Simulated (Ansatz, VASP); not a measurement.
**KI in VASP and in Ansatz**

The input INCAR:

```
SYSTEM = KI
PREC = Accurate
ENCUT = 520
EDIFF = 1E-6
ISMEAR = 0
SIGMA = 0.05
LREAL = .False.
LASPH = .True.
NELM = 60
ALGO = Normal
ISIF = 2
LWAVE = .False.
LCHARG = .True.
GGA = PE
LELF = .True.
LVHAR = .True.
NBANDS = 15
```

Contents of KPOINTS:

```
Automatic mesh
0
Gamma
  6 6 6
  0 0 0
```

The input POSCAR:

```
KI
1.0
    0.0000000000      3.5245500000      3.5245500000
    3.5245500000      0.0000000000      3.5245500000
    3.5245500000      3.5245500000      0.0000000000
K I
1 1
Direct
    0.0000000000      0.0000000000      0.0000000000
    0.5283724163      0.5283724163      0.4716275837
```

Input for Ansatz:

```yaml
crystal:
  lattice:
    - [0.0, 3.52455, 3.52455]
    - [3.52455, 0.0, 3.52455]
    - [3.52455, 3.52455, 0.0]
  atoms:
    - { symbol: K, position: [0.0, 0.0, 0.0] }
    - { symbol: I, position: [0.5283724163, 0.5283724163, 0.4716275837] }
basis:
  ecutwfc: 420
kpoints:
  mp_grid: { grid: [6, 6, 6] }
hamiltonian:
  xc: pbe
scf:
  occupations: { method: gaussian, width: 0.05 }
output:
  forces: true
  stress: true
  eigenvalues: true
```

Change from the starting cell: all I atoms moved -0.200 Å, as atom 2 towards its neighbour atom 1 (K) at 3.525 Å.

Alike in both runs: task single point; functional PBE; k mesh 6 × 6 × 6; occupations gaussian, width 0.05 eV; no spin polarisation.

|  | VASP | Ansatz |
| --- | --- | --- |
| version | VASP 6.6.1 | Ansatz 0.2.0 |
| potentials or method | VASP PAW PBE potentials, release 64 (K_sv, I), cutoff 520 eV | scalar-relativistic, plane waves, PAW |
| valence electrons in the cell | 16 | 26 |

|  | VASP | Ansatz | Ansatz less VASP |
| --- | --- | --- | --- |
| gap on the k mesh at the Fermi level (eV) | 3.99 | 3.99 | +0.004 |
| least direct gap on the mesh (eV) | 3.99 | 3.99 | +0.004 |
| pressure (GPa) | 0.9 | 0.8 | -0.04 |
| traceless stress, the component that is largest in VASP (GPa) | 0.43 | 0.42 | -0.005 |
| rms of the force components (eV/Å) | 0.144 | 0.143 | -0.0015 |

Atom by atom the forces differ by 0.001 eV/Å (rms over components). VASP's potentials hold 16 valence electrons a cell and Ansatz's 26, so a difference there can come from the potentials and not from the codes.

Neither program's run includes spin-orbit coupling.
